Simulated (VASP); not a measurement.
## BaTiO3: single point with PBE

Crystal: BaTiO3.

```
Ba Ti O
1.0
     4.01925    0.00000    0.00000
     0.00000    4.01925    0.00000
     0.00000    0.00000    4.01925
Ba Ti O
1 1 3
Direct
  0.50000 0.50000 0.50000
  0.00000 0.00000 0.00000
  0.50000 0.00000 0.00000
  0.00000 0.50000 0.00000
  0.00000 0.00000 0.50000
```

```yaml
Program: VASP 6.6.1
Task: single point
Functional: PBE
Potentials_or_basis: VASP PAW PBE potentials, release 64 (Ba_sv, Ti_sv, O)
Cutoff: 520 eV
k_mesh: 6 × 6 × 6
Occupations: fermi-dirac, width 0.02 eV
Spin: no spin polarisation
```

- Pressure: 1.7 GPa
- Band gap on the k mesh: 1.72 eV (least direct gap 1.88 eV)

Levels at points of the mesh, in eV from the valence-band top:
```tsv
k point	band 16	band 17	band 18	band 19	band 20	band 21	band 22	band 23	band 24	band 25
(0.00, 0.00, 0.00)	-1.07	-1.07	-0.16	-0.16	-0.16	1.72	1.72	1.72	3.82	3.82
(0.50, 0.00, 0.00)	-1.88	-1.81	-1.81	-0.71	-0.71	1.87	3.42	3.42	3.82	5.80
(0.50, 0.50, 0.00)	-2.65	-1.73	-0.88	-0.88	-0.09	3.43	3.43	3.84	4.65	7.53
(0.50, 0.50, 0.50)	-2.41	-2.41	0.00	0.00	0.00	4.08	4.08	4.08	6.67	6.67
```

It took 75 s on 1 thread of Intel Xeon 8259CL, on a shared host, peak memory 0.19 GiB.

Caveat: spin-orbit coupling is left out, which moves the levels of the heavy elements. A hybrid or GW would open this gap; PBE tends to underestimate it.
